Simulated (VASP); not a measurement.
Input of a VASP 6.6.1 run:

File INCAR:

```
SYSTEM = Al
PREC = Accurate
ENCUT = 520
EDIFF = 1E-6
ISMEAR = -1
SIGMA = 0.05
LREAL = Auto
LASPH = .True.
NELM = 100
ALGO = Normal
ISIF = 2
LWAVE = .False.
LCHARG = .False.
GGA = PE
IVDW = 12
NBANDS = 42
```

The input KPOINTS:

```
regular mesh
0
Gamma
  3 3 3
  0 0 0
```

File POSCAR:

```
Al
1.0
    4.2186830273      2.4356577814     -4.8668500000
   -0.0000000001     -4.8713155628     -4.8668500000
   -4.2186830272      2.4356577814     -4.8668500000
Al
18
Direct
    0.9697785851      0.3087499904      0.9796190969
    0.9806583452      0.9713277747      0.3069265238
    0.3070260130      0.2929614969      0.6405500040
    0.6336673735      0.3031733250      0.3229801302
    0.3099942781      0.9667142037      0.9594791960
    0.9637177188      0.6226478789      0.6458073683
    0.3099982104      0.6477528082      0.2900213599
    0.6468758454      0.9738274244      0.6403923054
    0.6364570344      0.6325216594      0.9678749179
    0.0331108750      0.3811606631      0.3593399354
    0.0166835516      0.0118518615      0.7016013284
    0.3627781945      0.3663173698      0.0209807685
    0.7055057757      0.3579639605      0.6960476107
    0.3474830012      0.0407534989      0.3716813112
    0.0285966423      0.6944022919      0.0336972862
    0.3693233043      0.7057999517      0.6755781217
    0.6902225135      0.0226791323      0.0192861142
    0.6881227881      0.6993946400      0.3681364343
```

Potentials or basis: VASP PAW PBE potentials, release 64 (Al).

Launch:

```console
$ cat potpaw_PBE.64/Al/POTCAR > POTCAR
$ mpirun -np 1 vasp_std > vasp.out
```

Estimate the largest force.

0.725 eV/Å.

Estimate the band gap on the k mesh.

zero (band 27 reaches 8.42 eV, above the bottom of band 28 at 7.70 eV).

Forces on the atoms (eV/Å):
```
Al  -0.067  0.298  0.058
Al  -0.062 -0.192  0.070
Al  -0.192 -0.375 -0.311
Al   0.475 -0.180  0.047
Al  -0.313 -0.172 -0.178
Al   0.389 -0.175 -0.511
Al  -0.316  0.281 -0.206
Al   0.049  0.030  0.242
Al  -0.071  0.130 -0.212
Al  -0.097  0.312  0.352
Al   0.314 -0.093 -0.213
Al   0.050  0.134  0.106
Al  -0.197 -0.087  0.247
Al   0.514 -0.041  0.233
Al   0.087 -0.171  0.202
Al  -0.546  0.368  0.304
Al  -0.427  0.108 -0.324
Al   0.410 -0.172  0.097
```
